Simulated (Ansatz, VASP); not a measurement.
# Ag: VASP beside Ansatz

```
CELL_PARAMETERS angstrom
-1.47509 1.47509 2.08578
1.47509 -1.47509 2.08578
1.47509 1.47509 -2.08578
ATOMIC_POSITIONS crystal
Ag 0.00000 0.00000 0.00000
```

Alike in both runs: task single point; functional PBE; k mesh 22 × 22 × 22; occupations gaussian, width 0.15 eV; no spin polarisation.

|  | VASP | Ansatz |
| --- | --- | --- |
| version | VASP 6.6.1 | Ansatz 0.2.0 |
| potentials or method | VASP PAW PBE potentials, release 64 (Ag), cutoff 520 eV | scalar-relativistic, plane waves, PAW |
| valence electrons in the cell | 11 | 19 |

Ansatz gave:

| Property | Result |
| --- | --- |
| gap on the k mesh at the Fermi level (eV) | none |
| pressure (GPa) | -1.5 |

Task: Which values does VASP return?

Result: gap on the k mesh at the Fermi level (eV): none; pressure (GPa): -1.6.

A gap of «none» marks a metal or a gap that the smearing closes. The functional is the same, so the differences come from potentials, cutoffs and numerics. VASP's potentials hold 11 valence electrons a cell and Ansatz's 19, so a difference there can come from the potentials and not from the codes.
